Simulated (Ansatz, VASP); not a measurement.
# One calculation of AlAs, two programs

```xyz
4
Lattice="4.0538 0.0000 0.0000 0.0000 5.7329 0.0000 0.0000 0.0000 4.0488" Properties=species:S:1:pos:R:3 pbc="T T T"
Al    0.0000   -0.0003    0.0000
Al    2.0269    2.8662    2.0244
As    0.0000    1.4335    2.0244
As    2.0269    4.2999    0.0000
```

Alike in both runs: task single point; functional PBE0; k mesh 4 × 4 × 4; no spin polarisation.

```csv
,VASP,Ansatz
version,VASP 6.6.1,Ansatz 0.2.0
potentials or method,"VASP PAW PBE potentials, release 64 (Al, As), cutoff 400 eV","scalar-relativistic, plane waves, PAW"
occupations,"gaussian, width 0.01 eV",fixed
valence electrons in the cell,16,36
```

|  | VASP | Ansatz | Ansatz less VASP |
| --- | --- | --- | --- |
| gap on the k mesh at the Fermi level (eV) | 2.80 | 2.77 | -0.029 |
| least direct gap on the mesh (eV) | 2.82 | 2.79 | -0.032 |
| pressure (GPa) | -2.1 | -1.9 | +0.25 |
| traceless stress, the component that is largest in VASP (GPa) | -0.50 | -0.48 | +0.019 |

VASP's potentials hold 16 valence electrons a cell and Ansatz's 36, so a difference there can come from the potentials and not from the codes. Ansatz's warnings: stress exchange threshold loose, stress scf threshold loose.
